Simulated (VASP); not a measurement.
A run of VASP 6.6.1 is set up as follows.

File INCAR:

```
SYSTEM = Ba
ALGO = Normal
EDIFF = 1E-7
ENCUT = 520
ISIF = 2
ISMEAR = 0
LASPH = .TRUE.
LCHARG = .TRUE.
LELF = .TRUE.
LREAL = .FALSE.
LVHAR = .TRUE.
LWAVE = .FALSE.
NBANDS = 11
NELM = 100
PREC = Accurate
SIGMA = 0.1
```

KPOINTS

```
k-points
0
G
  12 12 12
  0 0 0
```

POSCAR

```
Ba
1.0
   -2.5125000000      2.5125000000      2.5125000000
    2.5125000000     -2.5125000000      2.5125000000
    2.5125000000      2.5125000000     -2.5125000000
Ba
1
Direct
    0.0000000000      0.0000000000      0.0000000000
```

Potentials or basis: VASP PAW LDA potentials, release 64 (Ba_sv).

Launch:

```console
$ cat potpaw_LDA.64/Ba_sv/POTCAR > POTCAR
$ mpirun -np 1 vasp_std > vasp.out
```

What does it give for the band gap on the k mesh?

Zero (bands 5 and 6 overlap by 1.04 eV).

Predict the pressure.

-1.3 GPa.

Caveat: spin-orbit coupling is left out, which moves the levels of the heavy elements.
